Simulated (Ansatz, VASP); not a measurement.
## Ge in VASP and in Ansatz

```xyz
4
Lattice="3.7971 0.0000 0.0000 -1.8985 3.2883 0.0000 0.0000 0.0000 6.2493" Properties=species:S:1:pos:R:3 pbc="T T T"
Ge    0.0000    0.0000    6.6940
Ge    0.0000    0.0000    3.5693
Ge    0.0000    2.1922    5.1317
Ge    1.8985    1.0961    2.0070
```

Alike in both runs: functional PBEsol; k mesh 12 × 12 × 8; occupations gaussian, width 0.1 eV; no spin polarisation.

Ansatz relaxed the structure, and its values are those at the end. VASP's run is a single point on that final structure, the one shown.

|  | VASP | Ansatz |
| --- | --- | --- |
| version | VASP 6.6.1 | Ansatz 0.2.0 |
| potentials or method | VASP PAW PBE potentials, release 64 (Ge_d), cutoff 520 eV | scalar-relativistic, plane waves, PAW |
| valence electrons in the cell | 56 | 56 |

```csv
,VASP,Ansatz,Ansatz less VASP
gap on the k mesh at the Fermi level (eV),none,none,-
pressure (GPa),0.0,0.0,-0.02
```

VASP's potentials were made for PBE, not for PBEsol. A gap of «none» marks a metal or a gap that the smearing closes.
